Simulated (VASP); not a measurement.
# Ru: single point with PBE

Ru:

```
CELL_PARAMETERS angstrom
0.00000 1.82305 1.96945
1.82305 0.00000 1.96945
1.82305 1.82305 0.00000
ATOMIC_POSITIONS crystal
Ru 0.00000 0.00000 0.00000
```

This cell differs from its parent crystal: volume 13.091 Å^3 an atom, c/a of the conventional cell 1.0803.

* Program: VASP 6.6.1
* Task: single point
* Functional: PBE
* Potentials or basis: VASP PAW PBE potentials, release 64 (Ru_pv)
* Cutoff: 520 eV
* k mesh: 22 × 22 × 22
* Occupations: gaussian, width 0.15 eV
* Spin: no spin polarisation
* Dipole correction: no
* Further INCAR settings: ALGO = Fast; EDIFF = 1e-06; NBANDS = 13

```json
{
 "Pressure": "20.3 GPa",
 "Band gap on the k mesh": "zero (band 7 reaches 15.77 eV, above the bottom of band 8 at 11.82 eV)"
}
```

Stress tensor (GPa, compression positive):
```
28.43  0.00  0.00
 0.00 28.43  0.00
 0.00  0.00  4.08
```

Levels at points of the mesh, in eV from the Fermi level:
| k point | band 5 | band 6 | band 7 | band 8 | band 9 | band 10 |
| --- | --- | --- | --- | --- | --- | --- |
| (0.00, 0.00, 0.00) | -3.41 | -2.37 | -2.37 | -0.85 | 0.44 | 10.48 |
| (0.50, 0.00, 0.00) | -3.36 | -2.38 | 1.06 | 1.58 | 2.05 | 10.46 |
| (0.50, 0.50, 0.00) | -6.21 | 1.86 | 2.31 | 2.31 | 2.67 | 10.48 |
| (0.50, 0.00, 0.50) | -6.24 | 1.68 | 1.87 | 2.87 | 4.37 | 10.48 |

Wall time 2.3 min on 1 thread of AMD EPYC 7R43 64-Core Processor (Zen 3) (shared host), peak memory 0.2 GiB.
